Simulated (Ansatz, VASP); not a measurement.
Two plane-wave programs on C

File INCAR:

```
ALGO     = Normal         # electronic algorithm
EDIFF    = 1E-7           # SCF threshold, eV
ENCUT    = 520            # plane-wave cutoff, eV
GGA      = PE             # functional
ISIF     = 2              # what is computed and relaxed
ISMEAR   = 0              # smearing method
LASPH    = T              # aspherical terms in the spheres
LCHARG   = F              # write CHGCAR
LREAL    = F              # projectors in reciprocal space
LWAVE    = F              # write WAVECAR
NBANDS   = 11             # bands
NELM     = 100            # most SCF steps
PREC     = Accurate       # precision mode
SIGMA    = 0.1            # smearing width, eV
```

KPOINTS

```
k-points
0
Gamma
  22 22 22
```

POSCAR

```
C
1.0
   -1.9285811424      1.9285811424      1.0468185800
    1.9285811424     -1.9285811424      1.0468185800
    1.9285811424      1.9285811424     -1.0468185800
C
2
Direct
    0.2500000000      0.7500000000      0.5000000000
    0.5000000000      0.5000000000      0.0000000000
```

Input for Ansatz:

```yaml
crystal:
  lattice:
    - [-1.9285811424, 1.9285811424, 1.04681858]
    - [1.9285811424, -1.9285811424, 1.04681858]
    - [1.9285811424, 1.9285811424, -1.04681858]
  atoms:
    - { symbol: C, position: [0.25, 0.75, 0.5] }
    - { symbol: C, position: [0.5, 0.5, 0.0] }
basis:
  ecutwfc: 420
kpoints:
  mp_grid: { grid: [22, 22, 22] }
hamiltonian:
  xc: pbe
scf:
  occupations: { method: gaussian, width: 0.1 }
output:
  forces: true
  stress: true
  eigenvalues: true
  populations: true
```

Alike in both runs: task single point; functional PBE; k mesh 22 × 22 × 22; occupations gaussian, width 0.1 eV; no spin polarisation.

|  | VASP | Ansatz |
| --- | --- | --- |
| version | VASP 6.6.1 | Ansatz 0.2.0 |
| potentials or method | VASP PAW PBE potentials, release 64 (C), cutoff 520 eV | scalar-relativistic, plane waves, PAW |
| valence electrons in the cell | 8 | 8 |

```csv
,VASP,Ansatz,Ansatz less VASP
gap on the k mesh at the Fermi level (eV),none,none,-
pressure (GPa),-52.5,-52.6,-0.15
"traceless stress, the component that is largest in VASP (GPa)",19.02,19.05,+0.034
```

A gap of «none» marks a metal or a gap that the smearing closes. Both programs put the cell under strong tension, so it lies far from rest at this level.

Noted on VASP's run: the cell as given lies far from equilibrium.
